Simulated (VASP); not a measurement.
# TlBr (Pm-3m) in VASP: single point with PBE

Aim: the single point of TlBr with PBE.

All numbers are computed with VASP 6.6.1; they aren't measurements. Logs are shortened: lines on timing, memory, paths and dates and some standing lists are left out, and cuts for length are marked.

### Step 1. The cell of the first run

Symmetry: Pm-3m, No. 221, cubic system. The conventional cell has a = 3.980 Å, b = 3.980 Å, c = 3.980 Å, α = 90.00°, β = 90.00°, γ = 90.00°. Within 4.5 Å of Tl (site symmetry m-3m) lie 8 Br at 3.45 Å and 6 Tl at 3.98 Å. Br (site symmetry m-3m) has 8 Tl at 3.45 Å and 6 Br at 3.98 Å within 4.5 Å.

### Step 2. Single point, PBE

File INCAR:

```
SYSTEM = TlBr
PREC = Accurate
ENCUT = 500
EDIFF = 1E-6
ISMEAR = 1
SIGMA = 0.1
LREAL = .FALSE.
LASPH = .TRUE.
NELM = 120
ALGO = Normal
ISIF = 2
LWAVE = .FALSE.
LCHARG = .TRUE.
GGA = PE
LELF = .TRUE.
LVHAR = .TRUE.
NBANDS = 28
GGA_COMPAT = .FALSE.
```

File KPOINTS:

```
Automatic mesh
0
G
  4 4 2
  0 0 0
```

File POSCAR:

```
TlBr
1.0
    3.9800000000      0.0000000000      0.0000000000
    0.0000000000      3.9800000000      0.0000000000
    0.0000000000      0.0000000000      7.9600000000
Tl Br
2 2
Direct
    0.0000000000      0.0000000000      0.0000000000
    0.0000000000      0.0000000000      0.5000000000
    0.5000000000      0.5000000000      0.2500000000
    0.5000000000      0.5000000000      0.7500000000
```

Potentials or basis: VASP PAW PBE potentials, release 64 (Tl_d, Br).

Started as:

```console
$ cat potpaw_PBE.64/Tl_d/POTCAR potpaw_PBE.64/Br/POTCAR > POTCAR
$ mpirun -np 1 vasp_std > vasp.out
```

OUTCAR:

```text
SYSTEM = TlBr
   PREC = Accurate
   ENCUT = 500
   EDIFF = 1E-6
   ISMEAR = 1
   LREAL = .FALSE.
   LASPH = .TRUE.
   NELM = 120
   ISIF = 2
   GGA = PE

 ion  position               nearest neighbor table
   1  0.000  0.000  0.000-   3 3.45   4 3.45   3 3.45   4 3.45   3 3.45   4 3.45   3 3.45   4 3.45
                             2 3.98   2 3.98
   2  0.000  0.000  0.500-   3 3.45   4 3.45   3 3.45   4 3.45   3 3.45   4 3.45   3 3.45   4 3.45
                             1 3.98   1 3.98
   3  0.500  0.500  0.250-   1 3.45   2 3.45   1 3.45   2 3.45   1 3.45   2 3.45   1 3.45   2 3.45

   4  0.500  0.500  0.750-   1 3.45   2 3.45   1 3.45   2 3.45   1 3.45   2 3.45   1 3.45   2 3.45

  LATTYP: Found a simple tetragonal cell.
 ALAT       =     3.9800000000
 C/A-ratio  =     2.0000000000

  Lattice vectors:

 A1 = (   3.9800000000,   0.0000000000,   0.0000000000)
 A2 = (   0.0000000000,   3.9800000000,   0.0000000000)
 A3 = (   0.0000000000,   0.0000000000,   7.9600000000)

Analysis of symmetry for initial positions (statically):
=====================================================================
 Subroutine PRICEL returns following result:

  LATTYP: Found a simple cubic cell.
 ALAT       =     3.9800000000

  Lattice vectors:

 A1 = (   3.9800000000,   0.0000000000,   0.0000000000)
 A2 = (   0.0000000000,   3.9800000000,   0.0000000000)
 A3 = (   0.0000000000,   0.0000000000,   3.9800000000)

   2 primitive cells build up your supercell.

 Routine SETGRP: Setting up the symmetry group for a
 simple tetragonal supercell.

 Subroutine GETGRP returns: Found 16 space group operations
 (whereof 16 operations were pure point group operations)
 out of a pool of 16 trial point group operations.

The static configuration has the point symmetry D_4h.

Analysis of symmetry for dynamics (positions and initial velocities):
=====================================================================
 Subroutine PRICEL returns following result:

  LATTYP: Found a simple cubic cell.
 ALAT       =     3.9800000000

  Lattice vectors:

 A1 = (   3.9800000000,   0.0000000000,   0.0000000000)
 A2 = (   0.0000000000,   3.9800000000,   0.0000000000)
 A3 = (   0.0000000000,   0.0000000000,   3.9800000000)

   2 primitive cells build up your supercell.

 Routine SETGRP: Setting up the symmetry group for a
 simple tetragonal supercell.

 Subroutine GETGRP returns: Found 16 space group operations
 (whereof 16 operations were pure point group operations)
 out of a pool of 16 trial point group operations.

The dynamic configuration has the point symmetry D_4h.

 Subroutine INISYM returns: Found 16 space group operations
 (whereof 16 operations are pure point group operations),
 and found     2 'primitive' translations

----------------------------------------------------------------------------------------

                                     Primitive cell

  volume of cell :      63.0448

  direct lattice vectors                    reciprocal lattice vectors
     3.980000000  0.000000000  0.000000000     0.251256281  0.000000000  0.000000000
     0.000000000  3.980000000  0.000000000     0.000000000  0.251256281  0.000000000
     0.000000000  0.000000000  3.980000000     0.000000000  0.000000000  0.251256281

  length of vectors
     3.980000000  3.980000000  3.980000000     0.251256281  0.251256281  0.251256281

  position of ions in fractional coordinates (direct lattice)
     0.000000000  0.000000000  0.000000000
     0.500000000  0.500000000  0.500000000

  ion indices of the primitive-cell ions
   primitive index   ion index
                 1           1
                 2           3

----------------------------------------------------------------------------------------

 KPOINTS: Automatic mesh

Automatic generation of k-mesh.
 Grid dimensions read from file:
 generate k-points for:    4    4    2

 Generating k-lattice:

  Cartesian coordinates                     Fractional coordinates (reciprocal lattice)
     0.062814070  0.000000000  0.000000000     0.250000000  0.000000000  0.000000000
     0.000000000  0.062814070  0.000000000     0.000000000  0.250000000  0.000000000
     0.000000000  0.000000000  0.062814070     0.000000000  0.000000000  0.500000000

  Length of vectors
     0.062814070  0.062814070  0.062814070

  Shift w.r.t. Gamma in fractional coordinates (k-lattice)
     0.000000000  0.000000000  0.000000000

 Subroutine IBZKPT returns following result:
 ===========================================

 Found     12 irreducible k-points:

 Following reciprocal coordinates:
            Coordinates               Weight
  0.000000  0.000000  0.000000      1.000000
  0.250000  0.000000  0.000000      4.000000
  0.500000  0.000000  0.000000      2.000000
  0.250000  0.250000  0.000000      4.000000
  0.500000  0.250000  0.000000      4.000000
  0.500000  0.500000  0.000000      1.000000
  0.000000  0.000000  0.500000      1.000000
  0.250000  0.000000  0.500000      4.000000
  0.500000  0.000000  0.500000      2.000000
  0.250000  0.250000  0.500000      4.000000
  0.500000  0.250000  0.500000      4.000000
  0.500000  0.500000  0.500000      1.000000
   k-points           NKPTS =     12   k-points in BZ     NKDIM =     12   number of bands    NBANDS=     28
   number of dos      NEDOS =    301   number of ions     NIONS =      4
   total plane-waves  NPLWV =  54000
   dimension x,y,z NGX =    30 NGY =   30 NGZ =   60
   dimension x,y,z NGXF=    60 NGYF=   60 NGZF=  120
   ions per type =               2   2
   NGX,Y,Z   is equivalent  to a cutoff of  12.53, 12.53, 12.53 a.u.
   NGXF,Y,Z  is equivalent  to a cutoff of  25.06, 25.06, 25.06 a.u.
 SYSTEM =  TlBr
   PREC   = accura    normal or accurate (medium, high low for compatibility)
   ISTART =      0    job   : 0-new  1-cont  2-samecut
   ICHARG =      2    charge: 1-file 2-atom 10-const
   ISPIN  =      1    spin polarized calculation?
   LNONCOLLINEAR =      F non collinear calculations
   LSORBIT =      F    spin-orbit coupling
   LASPH  =      T    aspherical Exc in radial PAW
   ENCUT  =  500.0 eV  36.75 Ry    6.06 a.u.   7.26  7.26 14.51*2*pi/ulx,y,z
   NELM   =    120;   NELMIN=  2; NELMDL= -5     # of ELM steps
   EDIFF  = 0.1E-05   stopping-criterion for ELM
   LREAL  =      F    real-space projection
   EDIFFG = 0.1E-04   stopping-criterion for IOM
   NSW    =      0    number of steps for IOM
   IBRION =     -1    ionic relax: 0-MD 1-quasi-New 2-CG
   NFREE  =      0    steps in history (QN), initial steepest desc. (CG)
   ISIF   =      2    stress and relaxation
   ISYM   =      2    0-nonsym 1-usesym 2-fastsym
   POTIM  = 0.5000    time-step for ionic-motion
   TEBEG  =    0.0;   TEEND  =   0.0 temperature during run
   PSTRESS=    0.0 pullay stress
   NELECT =      40.0000    total number of electrons
   NUPDOWN=      -1.0000    fix difference up-down
   EMIN   =  10.00;   EMAX   =-10.00  energy-range for DOS
   EFERMI =   0.00;   METHOD = LEGACY
   ISMEAR =     1;   SIGMA  =   0.10  broadening in eV -4-tet -1-fermi 0-gaus
   EFERMI_NEDOS =   21; number of points for ismear=-14 and -15
   IALGO  =     38    algorithm
   IMIX   =      4    mixing-type and parameters
     AMIX     =   0.40;   BMIX     =  1.00
     AMIX_MAG =   1.60;   BMIX_MAG =  1.00
  volume/ion in A,a.u.               =      31.52       212.72
  Fermi-wavevector in a.u.,A,eV,Ry     =   1.116525  2.109926 16.961403  1.246628
  Thomas-Fermi vector in A             =   2.253140
   LORBIT       =      0    0 simple, 1 ext, 2 COOP (PROOUT), +10 PAW based schemes
   GGA     = PE    functional components
   LHFCALC =     F    Hartree Fock is set to
   AEXX    =    0.0000 exact exchange contribution
   IVDW    =     0    specifies the selected vdW correction
   LEPSILON=     F    determine dielectric tensor
   LRPA    =     F    only Hartree local field effects (RPA)
 non-spin polarized calculation
 Methfessel and Paxton  Order N= 1 SIGMA  =   0.10
  energy-cutoff  :      500.00
  volume of cell :      126.09
 maximum number of plane-waves:      3250
 NGX is ok and might be reduce to    30
   NGX = 15   NGY = 15   NGZ = 29

 number of electron      40.0000010 magnetization

 Free energy of the ion-electron system (eV)
  ---------------------------------------------------
  ext. energy  EPLUGINS =         0.00000000
  ---------------------------------------------------
  free energy    TOTEN  =       -11.04089763 eV

  energy without entropy =      -11.04144118  energy(sigma->0) =      -11.04107881

 E-fermi :   2.4745     XC(G=0):  -8.9667

 val. band max:        2.3903120740   @ k =   0.0000   0.0000   0.0000
 cond. band min:       4.2449190887   @ k =   0.0000   0.0000   0.0000
 fundamental gap:      1.8546070147
 Fermi energy:         2.4744996248

 k-point     1 :       0.0000    0.0000    0.0000
  band No.  band energies     occupation
      1     -11.3368      2.00000
      2     -11.0994      2.00000
      3      -7.7273      2.00000
      4      -7.7273      2.00000
      5      -7.7171      2.00000
      6      -7.6108      2.00000
[... 20 lines left out ...]
     27       9.6120      0.00000
     28       9.6120      0.00000

 k-point     2 :       0.2500    0.0000    0.0000
  band No.  band energies     occupation
      1     -11.2220      2.00000
      2     -11.0433      2.00000
      3      -7.7222      2.00000
      4      -7.6768      2.00000
      5      -7.6622      2.00000
      6      -7.6024      2.00000
[... 20 lines left out ...]
     27       9.7768      0.00000
     28      11.0554      0.00000

 k-point     3 :       0.5000    0.0000    0.0000
  band No.  band energies     occupation
      1     -11.0994      2.00000
      2     -10.9863      2.00000
      3      -7.7171      2.00000
      4      -7.6547      2.00000
      5      -7.6108      2.00000
      6      -7.6108      2.00000
[... 244 lines left out ...]
      3      -7.6472      2.00000
      4      -7.6472      2.00000
      5      -7.6109      2.00000
      6      -7.6109      2.00000
[... 20 lines left out ...]
     27      12.1502      0.00000
     28      12.1506      0.00000

 k-point    12 :       0.5000    0.5000    0.5000
  band No.  band energies     occupation
      1     -10.8951      2.00000
      2     -10.8951      2.00000
      3      -7.6403      2.00000
      4      -7.6403      2.00000
      5      -7.6403      2.00000
      6      -7.6403      2.00000
[... 20 lines left out ...]
     27      12.0927      0.00000
     28      12.0927      0.00000

------------------------ aborting loop because EDIFF is reached ----------------------------------------

  FORCE on cell =-STRESS in cart. coord.  units (eV):
  Direction    XX          YY          ZZ          XY          YZ          ZX
  --------------------------------------------------------------------------------------
  -------------------------------------------------------------------------------------
  Total        1.0386331      1.0386331      1.0386174      0.0000000      0.0000000      0.0000000
  in kB       13.1975563     13.1975563     13.1973564      0.0000000      0.0000000      0.0000000
  external PRESSURE =      13.1974897 kB  Pullay stress =       0.0000000 kB

 VOLUME and BASIS-vectors are now :
 -----------------------------------------------------------------------------
  energy-cutoff  :      500.00
  volume of cell :      126.09
      direct lattice vectors                 reciprocal lattice vectors
     3.980000000  0.000000000  0.000000000     0.251256281  0.000000000  0.000000000
     0.000000000  3.980000000  0.000000000     0.000000000  0.251256281  0.000000000
     0.000000000  0.000000000  7.960000000     0.000000000  0.000000000  0.125628141

 POSITION                                       TOTAL-FORCE (eV/Angst)
 -----------------------------------------------------------------------------------
      0.00000      0.00000      0.00000        -0.000000     -0.000000     -0.000000
      0.00000      0.00000      3.98000        -0.000000     -0.000000     -0.000000
      1.99000      1.99000      1.99000         0.000000     -0.000000     -0.000000
      1.99000      1.99000      5.97000         0.000000      0.000000      0.000000
 -----------------------------------------------------------------------------------
    total drift:                                0.000000      0.000000      0.000000

  FREE ENERGIE OF THE ION-ELECTRON SYSTEM (eV)
  ---------------------------------------------------
  free  energy   TOTEN  =       -11.0408976262 eV

  energy  without entropy=      -11.0414411803  energy(sigma->0) =      -11.04107881
```

Wall time 63 s (1 thread of Intel Xeon 8259CL, shared host); peak memory 0.23 GiB.

Results:

| Quantity | Value |
| --- | --- |
| Free energy | -11.0409 eV |
| Pressure | 1.3 GPa |
| Band gap on the k mesh | 1.85 eV |

Levels at points of the mesh, in eV from the valence-band top:
```tsv
k point	band 17	band 18	band 19	band 20	band 21	band 22	band 23	band 24
(0.00, 0.00, 0.00)	-1.30	-0.80	-0.80	0.00	1.85	5.76	5.76	7.01
(0.50, 0.00, 0.00)	-0.80	-0.80	-0.71	0.00	1.85	4.87	4.87	5.76
(0.50, 0.50, 0.00)	-1.92	-1.92	-1.92	-0.71	2.14	2.14	2.14	4.87
(0.00, 0.00, 0.50)	-1.06	-1.06	-0.92	-0.92	4.08	4.08	6.48	6.48
(0.50, 0.00, 0.50)	-1.12	-1.12	-0.76	-0.76	3.39	3.39	5.11	5.11
(0.50, 0.50, 0.50)	-2.49	-2.49	-1.38	-1.38	3.41	3.41	3.41	3.41
```

Caveat: spin-orbit coupling is left out, which moves the levels of the heavy elements.
